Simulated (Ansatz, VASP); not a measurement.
## One calculation of BeTe, two programs

File INCAR:

```
PREC     = Accurate       # precision mode
ENCUT    = 600            # plane-wave cutoff, eV
EDIFF    = 1E-6           # SCF threshold, eV
ISMEAR   = 0              # smearing method
SIGMA    = 0.01           # smearing width, eV
LREAL    = False          # projectors in reciprocal space
LASPH    = True           # aspherical terms in the spheres
NELM     = 120            # most SCF steps
ALGO     = Normal         # electronic algorithm
ISIF     = 2              # what is computed and relaxed
LWAVE    = False          # write WAVECAR
LCHARG   = False          # write CHGCAR
NBANDS   = 11             # bands
GGA_COMPAT= False
```

File KPOINTS:

```
Automatic mesh
0
Gamma
  8 8 8
```

POSCAR

```
BeTe
1.0
    2.7772249640      2.7772249640      0.0000000000
   -2.7772249640      2.7772249640      0.0000000000
    0.0000000000      2.7772249640      2.7772249640
Be Te
1 1
Direct
    0.0000000000      0.0000000000      0.0000000000
    0.7500000000      0.2500000000      0.5000000000
```

Input for Ansatz:

```yaml
crystal:
  lattice:
    - [2.77722496405, 2.77722496405, 0.0]
    - [-2.77722496405, 2.77722496405, 0.0]
    - [0.0, 2.77722496405, 2.77722496405]
  atoms:
    - { symbol: Be, position: [0.0, 0.0, 0.0] }
    - { symbol: Te, position: [0.75, 0.25, 0.5] }
kpoints:
  mp_grid: { grid: [8, 8, 8] }
scf:
  occupations: { method: fixed }
hamiltonian:
  xc: lda
  pseudopotentials: { kind: all_electron, lapw: { basis_error: 0.001 } }
output:
  forces: true
  stress: true
  eigenvalues: true
  eigenstates:
    nscf_kmesh: { grid: [12, 12, 12] }
    de_dk: true
    e_range: [-9, 11.7902471557]
checkpoint:
  write: ck
  write_wavefunctions: false
```

Alike in both runs: task single point; functional LDA; k mesh 8 × 8 × 8; no spin polarisation.

|  | VASP | Ansatz |
| --- | --- | --- |
| version | VASP 6.6.1 | Ansatz 0.2.0 |
| potentials or method | VASP PAW LDA potentials, release 64 (Be, Te), cutoff 600 eV | all-electron LAPW, scalar-relativistic |
| occupations | gaussian, width 0.01 eV | fixed |

```csv
,VASP,Ansatz,Ansatz less VASP
gap on the k mesh at the Fermi level (eV),1.77,1.79,+0.019
pressure (GPa),0.3,0.0,-0.27
```

LDA's correlation is that of Perdew and Zunger in VASP and of Perdew and Wang (1992) in Ansatz. Ansatz ran all-electron here, and VASP with PAW potentials.

Spin-orbit coupling is off throughout.
